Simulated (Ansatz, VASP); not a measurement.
**C: VASP beside Ansatz**

```
C
1.0
     1.27240    0.73462   10.36701
    -1.27240    0.73462   10.36701
     0.00000   -1.46924   10.36701
C
10
Cartesian
  0.0000 0.0000 0.7721
  0.0000 0.0000 30.3289
  0.0000 0.0000 3.3801
  0.0000 0.0000 27.7209
  0.0000 0.0000 4.9254
  0.0000 0.0000 26.1757
  0.0000 0.0000 11.6585
  0.0000 0.0000 19.4425
  0.0000 0.0000 13.2279
  0.0000 0.0000 17.8732
```

Alike in both runs: task single point; functional PBE; k mesh 12 × 12 × 12; occupations gaussian, width 0.05 eV; no spin polarisation.

```csv
,VASP,Ansatz
version,VASP 6.6.1,Ansatz 0.2.0
potentials or method,"VASP PAW PBE potentials, release 64 (C), cutoff 520 eV","scalar-relativistic, plane waves, PAW"
valence electrons in the cell,40,40
```

Ansatz gave:

| Property | Result |
| --- | --- |
| gap on the k mesh at the Fermi level (eV) | 4.35 |
| least direct gap on the mesh (eV) | 5.19 |
| pressure (GPa) | -8.3 |
| traceless stress, the component that is largest in VASP (GPa) | 7.50 |
| rms of the force components (eV/Å) | 0.015 |

Problem. Which values does VASP return?

Solution. gap on the k mesh at the Fermi level (eV): 4.35; least direct gap on the mesh (eV): 5.18; pressure (GPa): -7.7; traceless stress, the component that is largest in VASP (GPa): 7.52; rms of the force components (eV/Å): 0.015.

Atom by atom the forces differ by 0.001 eV/Å (rms over components).
